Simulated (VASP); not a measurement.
Runs of VASP 6.6.1 on ZnS. Symmetry: F-43m, No. 216, cubic system. Conventional cell: a = 5.388 Å, b = 5.388 Å, c = 5.388 Å, α = 90.00°, β = 90.00°, γ = 90.00°. Zn (site symmetry -43m) has 4 S at 2.33 Å within 3.1 Å. S (site symmetry -43m) has 4 Zn at 2.33 Å within 3.1 Å. 

| level | k mesh | cutoff (eV) | grid for exact exchange (PRECFOCK) | share of exact exchange | screening parameter | gap on the mesh (eV) | pressure (GPa) |
| --- | --- | --- | --- | --- | --- | --- | --- |
| PBEsol | 6 × 6 × 6 | 520 | - | - | - | 2.01 | -1.1 |
| PBEsol | 6 × 6 × 6 | 500 | - | - | - | 2.01 | -1.1 |
| PBEsol+D3(BJ) | 6 × 6 × 6 | 500 | - | - | - | 2.01 | (a) |
| r2SCAN | 6 × 6 × 6 | 550 | - | - | - | (b) | 0.0 |
| HSE06 | 4 × 4 × 4 | 520 | Normal | 0.25 | 0.2079 1/Å | 3.38 | 1.9 |

Alike in all rows: task single point; potentials or basis VASP PAW PBE potentials, release 64 (Zn, S); no spin polarisation; cell as given; smearing gaussian 0.01 eV.

**Question.** Estimate the missing entries.

**Answer.** (a) -3.3; (b) 2.72.

Caveats: some runs use coarse meshes; the PAW data sets were made with another functional, which shifts forces and pressure a little; the cell stands under tension (at least some runs).

